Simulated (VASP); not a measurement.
# TaN in VASP: single point with PBEsol

Aim: the single point of TaN with PBEsol.

All numbers are computed with VASP 6.6.1; they aren't measurements. Logs are shortened: lines on timing, memory, paths and dates and some standing lists are left out, and cuts for length are marked.

### Step 1. The cell of the first run

The typed cell holds 2 atoms: a = 3.094 Å, b = 3.094 Å, c = 3.094 Å, α = 60.00°, β = 60.00°, γ = 60.00°.

### Step 2. Single point, PBEsol

INCAR

```
PREC = Accurate ; ENCUT = 520
EDIFF = 1E-6 ; ISMEAR = 0
SIGMA = 0.15 ; LREAL = F
LASPH = T ; NELM = 100
ALGO = Normal ; ISIF = 2
LWAVE = F ; LCHARG = F
GGA = PS ; NBANDS = 15
```

KPOINTS

```
Automatic mesh
0
Gamma
  14 14 14
```

POSCAR

```
TaN
1.0
    0.0001314539      2.1878758409      2.1878947588
    2.1878286905      0.0001720876      2.1878554993
    2.1880830792      2.1880836363     -0.0000719929
Ta N
1 1
Direct
    0.4999931505      0.4999976074      0.5000063372
    0.0000068495      0.0000023926     -0.0000063372
```

Potentials or basis: VASP PAW PBE potentials, release 64 (Ta_pv, N).

Command:

```console
cat potpaw_PBE.64/Ta_pv/POTCAR potpaw_PBE.64/N/POTCAR > POTCAR
mpirun -np 1 vasp_std > vasp.out
```

OUTCAR:

```text
PREC = Accurate
   ENCUT = 520
   EDIFF = 1E-6
   ISMEAR = 0
   LREAL = F
   LASPH = T
   NELM = 100
   ISIF = 2
   GGA = PS

 ion  position               nearest neighbor table
   1  0.500  0.500  0.500-   2 2.19   2 2.19   2 2.19   2 2.19   2 2.19   2 2.19
   2  0.000  0.000  1.000-   1 2.19   1 2.19   1 2.19   1 2.19   1 2.19   1 2.19

  LATTYP: Found a triclinic cell.
 ALAT       =     5.3589360984
 B/A-ratio  =     0.5773302114
 C/A-ratio  =     0.8165468243
 COS(alpha) =     0.0000267847
 COS(beta)  =     0.4082824891
 COS(gamma) =     0.8660067193

  Lattice vectors:

 A1 = (  -2.1875657827,   4.3755795942,   2.1879340183)
 A2 = (  -2.1876972366,   2.1877037533,   0.0000392595)
 A3 = (  -0.0001229348,  -0.0000357078,   4.3758222510)

Analysis of symmetry for initial positions (statically):
=====================================================================
 Subroutine PRICEL returns:
 Original cell was already a primitive cell.

 Routine SETGRP: Setting up the symmetry group for a
 triclinic supercell.

 Subroutine GETGRP returns: Found  1 space group operations
 (whereof  1 operations were pure point group operations)
 out of a pool of  2 trial point group operations.

The static configuration has the point symmetry C_1 .

Analysis of symmetry for dynamics (positions and initial velocities):
=====================================================================
 Subroutine PRICEL returns:
 Original cell was already a primitive cell.

 Routine SETGRP: Setting up the symmetry group for a
 triclinic supercell.

 Subroutine GETGRP returns: Found  1 space group operations
 (whereof  1 operations were pure point group operations)
 out of a pool of  2 trial point group operations.

The dynamic configuration has the point symmetry C_1 .

 Subroutine INISYM returns: Found  1 space group operations
 (whereof  1 operations are pure point group operations),
 and found     1 'primitive' translations

----------------------------------------------------------------------------------------

                                     Primitive cell

  volume of cell :      20.9465

  direct lattice vectors                    reciprocal lattice vectors
     0.000131454  2.187875841  2.187894759    -0.228544700  0.228552161  0.228523923
     2.187828690  0.000172088  2.187855499     0.228556320 -0.228548743  0.228533034
     2.188083079  2.188083636 -0.000071993     0.228505020  0.228508441 -0.228520194

  length of vectors
     3.094137067  3.094075968  3.094417161     0.395843344  0.395853340  0.395793040

  position of ions in fractional coordinates (direct lattice)
     0.499993151  0.499997607  0.500006337
     0.000006849  0.000002393  0.999993663

  ion indices of the primitive-cell ions
   primitive index   ion index
                 1           1
                 2           2

----------------------------------------------------------------------------------------

 KPOINTS: Automatic mesh

Automatic generation of k-mesh.
 Grid dimensions read from file:
 generate k-points for:   14   14   14

 Generating k-lattice:

  Cartesian coordinates                     Fractional coordinates (reciprocal lattice)
    -0.016324621  0.016325154  0.016323137     0.071428571  0.000000000  0.000000000
     0.016325451 -0.016324910  0.016323788     0.000000000  0.071428571 -0.000000000
     0.016321787  0.016322031 -0.016322871     0.000000000  0.000000000  0.071428571

  Length of vectors
     0.028274525  0.028275239  0.028270931

  Shift w.r.t. Gamma in fractional coordinates (k-lattice)
     0.000000000  0.000000000  0.000000000

 Subroutine IBZKPT returns following result:
 ===========================================

 Found   1376 irreducible k-points:

 Following reciprocal coordinates:
            Coordinates               Weight
  0.000000  0.000000  0.000000      1.000000
  0.071429  0.000000  0.000000      2.000000
  0.000000  0.071429  0.000000      2.000000
  0.142857  0.000000  0.000000      2.000000
  0.000000  0.142857  0.000000      2.000000
  0.214286 -0.000000  0.000000      2.000000
[... 16 lines left out ...]
  0.357143  0.071429  0.000000      2.000000
  0.071429  0.357143 -0.000000      2.000000
 [... further k-points ...]
   k-points           NKPTS =   1376   k-points in BZ     NKDIM =   1376   number of bands    NBANDS=     15
   number of dos      NEDOS =    301   number of ions     NIONS =      2
   total plane-waves  NPLWV =  13824
   dimension x,y,z NGX =    24 NGY =   24 NGZ =   24
   dimension x,y,z NGXF=    48 NGYF=   48 NGZF=   48
   ions per type =               1   1
   NGX,Y,Z   is equivalent  to a cutoff of  12.90, 12.90, 12.89 a.u.
   NGXF,Y,Z  is equivalent  to a cutoff of  25.79, 25.79, 25.79 a.u.
 SYSTEM =  unknown system
   PREC   = accura    normal or accurate (medium, high low for compatibility)
   ISTART =      0    job   : 0-new  1-cont  2-samecut
   ICHARG =      2    charge: 1-file 2-atom 10-const
   ISPIN  =      1    spin polarized calculation?
   LNONCOLLINEAR =      F non collinear calculations
   LSORBIT =      F    spin-orbit coupling
   LASPH  =      T    aspherical Exc in radial PAW
   ENCUT  =  520.0 eV  38.22 Ry    6.18 a.u.   5.75  5.75  5.75*2*pi/ulx,y,z
   NELM   =    100;   NELMIN=  2; NELMDL= -5     # of ELM steps
   EDIFF  = 0.1E-05   stopping-criterion for ELM
   LREAL  =      F    real-space projection
   EDIFFG = 0.1E-04   stopping-criterion for IOM
   NSW    =      0    number of steps for IOM
   IBRION =     -1    ionic relax: 0-MD 1-quasi-New 2-CG
   NFREE  =      0    steps in history (QN), initial steepest desc. (CG)
   ISIF   =      2    stress and relaxation
   ISYM   =      2    0-nonsym 1-usesym 2-fastsym
   POTIM  = 0.5000    time-step for ionic-motion
   TEBEG  =    0.0;   TEEND  =   0.0 temperature during run
   PSTRESS=    0.0 pullay stress
   NELECT =      16.0000    total number of electrons
   NUPDOWN=      -1.0000    fix difference up-down
   EMIN   =  10.00;   EMAX   =-10.00  energy-range for DOS
   EFERMI =   0.00;   METHOD = LEGACY
   ISMEAR =     0;   SIGMA  =   0.15  broadening in eV -4-tet -1-fermi 0-gaus
   EFERMI_NEDOS =   21; number of points for ismear=-14 and -15
   IALGO  =     38    algorithm
   IMIX   =      4    mixing-type and parameters
     AMIX     =   0.40;   BMIX     =  1.00
     AMIX_MAG =   1.60;   BMIX_MAG =  1.00
  volume/ion in A,a.u.               =      10.47        70.68
  Fermi-wavevector in a.u.,A,eV,Ry     =   1.496503  2.827981 30.470550  2.239522
  Thomas-Fermi vector in A             =   2.608511
   LORBIT       =      0    0 simple, 1 ext, 2 COOP (PROOUT), +10 PAW based schemes
   GGA     = PS    functional components
   LHFCALC =     F    Hartree Fock is set to
   AEXX    =    0.0000 exact exchange contribution
   IVDW    =     0    specifies the selected vdW correction
   LEPSILON=     F    determine dielectric tensor
   LRPA    =     F    only Hartree local field effects (RPA)
 non-spin polarized calculation
 Gauss-broadening in eV      SIGMA  =   0.15
  energy-cutoff  :      520.00
  volume of cell :       20.95
 maximum number of plane-waves:       588
   NGX = 11   NGY = 11   NGZ = 11

 number of electron      16.0000001 magnetization

 Free energy of the ion-electron system (eV)
  ---------------------------------------------------
  ext. energy  EPLUGINS =         0.00000000
  ---------------------------------------------------
  free energy    TOTEN  =       -23.21433664 eV

  energy without entropy =      -23.20510100  energy(sigma->0) =      -23.20971882

 E-fermi :   9.5354     XC(G=0): -13.6722

 val. band max:        9.5004636817   @ k =   0.1429   0.1429   0.4286
 cond. band min:       9.5683776643   @ k =   0.2857   0.0000   0.0000
 fundamental gap:      0.0679139826
 Fermi energy:         9.5353795220

 k-point     1 :       0.0000    0.0000    0.0000
  band No.  band energies     occupation
      1     -26.1317      2.00000
      2     -26.1315      2.00000
      3     -26.1313      2.00000
      4      -9.3820      2.00000
      5       5.7128      2.00000
      6       5.7133      2.00000
      7       5.7139      2.00000
      8       7.3738      2.00000
      9       7.3753      2.00000
     10       7.3767      2.00000
     11       9.5755      0.70507
     12       9.5757      0.70418
     13      11.2221      0.00000
     14      18.9287      0.00000
     15      21.9419      0.00000

 k-point     2 :       0.0714    0.0000    0.0000
  band No.  band energies     occupation
      1     -26.1804      2.00000
      2     -26.1361      2.00000
      3     -26.1358      2.00000
      4      -9.2528      2.00000
      5       5.0544      2.00000
      6       5.2641      2.00000
      7       5.2651      2.00000
      8       7.5805      2.00000
      9       7.5825      2.00000
     10       7.6674      2.00000
     11      10.0974      0.00000
     12      10.0975      0.00000
     13      11.5967      0.00000
     14      19.3215      0.00000
     15      21.9416      0.00000

 k-point     3 :       0.0000    0.0714    0.0000
  band No.  band energies     occupation
      1     -26.1804      2.00000
      2     -26.1361      2.00000
      3     -26.1359      2.00000
      4      -9.2528      2.00000
      5       5.0547      2.00000
      6       5.2641      2.00000
      7       5.2649      2.00000
      8       7.5805      2.00000
      9       7.5821      2.00000
     10       7.6676      2.00000
     11      10.0974      0.00000
     12      10.0975      0.00000
     13      11.5967      0.00000
     14      19.3215      0.00000
     15      21.9416      0.00000
[... 343 lines left out ...]
 k-point    23 :       0.3571    0.0714    0.0000
  band No.  band energies     occupation
      1     -26.8209      2.00000
      2     -26.2235      2.00000
      3     -26.2080      2.00000
      4      -7.2075      2.00000
      5       0.4364      2.00000
      6       2.3733      2.00000
      7       2.6889      2.00000
      8       8.8381      2.00000
      9      10.5704      0.00000
     10      10.7080      0.00000
     11      14.3966      0.00000
     12      14.5096      0.00000
     13      16.2416      0.00000
     14      21.6030      0.00000
     15      22.0357      0.00000

 k-point    24 :       0.0714    0.3571   -0.0000
  band No.  band energies     occupation
      1     -26.8209      2.00000
      2     -26.2235      2.00000
      3     -26.2080      2.00000
      4      -7.2075      2.00000
      5       0.4364      2.00000
      6       2.3731      2.00000
      7       2.6888      2.00000
      8       8.8378      2.00000
      9      10.5705      0.00000
     10      10.7082      0.00000
     11      14.3967      0.00000
     12      14.5098      0.00000
     13      16.2418      0.00000
     14      21.6035      0.00000
     15      22.0358      0.00000

 [... further k-points ...]
[... 5 lines left out ...]
  --------------------------------------------------------------------------------------
  -------------------------------------------------------------------------------------
  Total        0.1296796      0.1295545      0.1289213     -0.0015400      0.0001390      0.0004710
  in kB        9.9190641      9.9095019      9.8610687     -0.1177963      0.0106317      0.0360249
  external PRESSURE =       9.8965449 kB  Pullay stress =       0.0000000 kB

 VOLUME and BASIS-vectors are now :
 -----------------------------------------------------------------------------
  energy-cutoff  :      520.00
  volume of cell :       20.95
      direct lattice vectors                 reciprocal lattice vectors
     0.000131454  2.187875841  2.187894759    -0.228544700  0.228552161  0.228523923
     2.187828690  0.000172088  2.187855499     0.228556320 -0.228548743  0.228533034
     2.188083079  2.188083636 -0.000071993     0.228505020  0.228508441 -0.228520194

 POSITION                                       TOTAL-FORCE (eV/Angst)
 -----------------------------------------------------------------------------------
      2.18803      2.18806      2.18782        -0.000136      0.000018      0.000318
      2.18807      2.18808     -0.00005         0.000136     -0.000018     -0.000318
 -----------------------------------------------------------------------------------
    total drift:                               -0.000000      0.000000      0.000000

  FREE ENERGIE OF THE ION-ELECTRON SYSTEM (eV)
  ---------------------------------------------------
  free  energy   TOTEN  =       -23.2143366364 eV

  energy  without entropy=      -23.2051010008  energy(sigma->0) =      -23.20971882
```

Wall time 9.5 min (1 thread of AMD EPYC 7R13, shared host); peak memory 0.49 GiB.

What came out:

```
Free energy            : -23.2143 eV
Pressure               : 1.0 GPa
Band gap on the k mesh : zero (bands 8 and 9 overlap by 4.12 eV)
```

Levels at points of the mesh, in eV from the Fermi level:
```
           k point  band 4  band 5  band 6  band 7  band 8  band 9  band 10  band 11  band 12  band 13
(0.00, 0.00, 0.00)  -18.92   -3.82   -3.82   -3.82   -2.16   -2.16    -2.16     0.04     0.04     1.69
(0.50, 0.00, 0.00)  -15.75  -10.51   -7.68   -7.68    1.96    1.97     2.07     3.87     7.73     7.73
(0.00, 0.50, 0.00)  -15.75  -10.51   -7.68   -7.68    1.96    1.97     2.07     3.87     7.73     7.73
(0.50, 0.50, 0.00)  -17.63   -6.65   -5.59   -4.64   -4.63    2.15     3.66     3.66     4.74     6.91
(0.00, 0.00, 0.50)  -15.75  -10.51   -7.68   -7.68    1.96    1.97     2.07     3.87     7.73     7.73
(0.50, 0.50, 0.50)  -15.75  -10.51   -7.68   -7.68    1.96    1.97     2.07     3.87     7.73     7.73
(0.50, 0.00, 0.50)  -17.63   -6.65   -5.59   -4.64   -4.63    2.15     3.66     3.66     4.74     6.91
(0.00, 0.50, 0.50)  -17.63   -6.65   -5.59   -4.64   -4.64    2.15     3.66     3.66     4.74     6.91
```

Caveat: the PAW data sets were made with another functional, which shifts forces and pressure a little; spin-orbit coupling is left out, which moves the levels of the heavy elements.
